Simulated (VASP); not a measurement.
Here is a VASP 6.6.1 calculation.

The input INCAR:

```
SYSTEM = TeMo2
PREC = Accurate ; ENCUT = 500
EDIFF = 1E-6 ; ISMEAR = 0
SIGMA = 0.2 ; LREAL = .False.
LASPH = .True. ; NELM = 120
ALGO = Normal ; ISIF = 2
LWAVE = .False. ; LCHARG = .False.
GGA = PE ; NBANDS = 43
GGA_COMPAT = .False.
```

File KPOINTS:

```
regular mesh
0
Gamma
  3 3 3
  0 0 0
```

Contents of POSCAR:

```
TeMo2
1.0
    0.0000000000      3.8263494691      3.8263494691
    3.8263494691      0.0000000000      3.8263494691
    3.8263494691      3.8263494691      0.0000000000
Te Mo
2 4
Direct
    0.7500000000      0.7500000000      0.7500000000
    0.5000000000      0.5000000000      0.5000000000
    0.1250000000      0.1250000000      0.1250000000
    0.1250000000      0.1250000000      0.6250000000
    0.1250000000      0.6250000000      0.1250000000
    0.6250000000      0.1250000000      0.1250000000
```

Potentials or basis: VASP PAW PBE potentials, release 64 (Te, Mo_sv).

Run with:

```console
$ cat potpaw_PBE.64/Te/POTCAR potpaw_PBE.64/Mo_sv/POTCAR > POTCAR
$ mpirun -np 1 vasp_std > vasp.out
```

(1) Predict the pressure.

(2) Predict the band gap on the k mesh.

Answers

(1) -0.2 GPa.

(2) zero (band 34 reaches 12.96 eV, above the bottom of band 35 at 11.70 eV).

Caveat: the k points lie up to 0.47 Å⁻¹ apart; spin-orbit coupling is left out, which moves the levels of the heavy elements.
